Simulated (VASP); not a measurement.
A run of VASP 6.6.1 is set up as follows.

The input INCAR:

```
PREC = Accurate ; ENCUT = 750
EDIFF = 1E-6 ; ISMEAR = 0
SIGMA = 0.1 ; LREAL = F
LASPH = T ; NELM = 120
ALGO = Normal ; ISIF = 2
LWAVE = F ; LCHARG = F
NBANDS = 13 ; GGA_COMPAT = F
```

Contents of KPOINTS:

```
Automatic mesh
0
Gamma
  8 5 4
```

The input POSCAR:

```
LiBe
1.0
    2.2959861536      0.0000000000      0.0000000000
    0.0000000000      3.6127729800      0.0000000000
   -0.4017425219      0.0000000000      5.5135259934
Be Li
2 2
Direct
    0.2435819200      0.7500000000      0.4238283600
    0.7564180800      0.2500000000      0.5761716400
    0.2631524400      0.7500000000      0.8451422600
    0.7368475600      0.2500000000      0.1548577400
```

Potentials or basis: VASP PAW LDA potentials, release 64 (Be, Li_sv).

The run is started by

```bash
$ cat potpaw_LDA.64/Be/POTCAR potpaw_LDA.64/Li_sv/POTCAR > POTCAR
$ mpirun -np 1 vasp_std > vasp.out
```

(1) Predict the largest force.

(2) Estimate the band gap on the k mesh.

(3) Predict the pressure.

Answers

(1) 0.156 eV/Å.

(2) zero (bands 5 and 6 overlap by 4.31 eV).

(3) -3.0 GPa.

Caveat: the cell stands under tension.
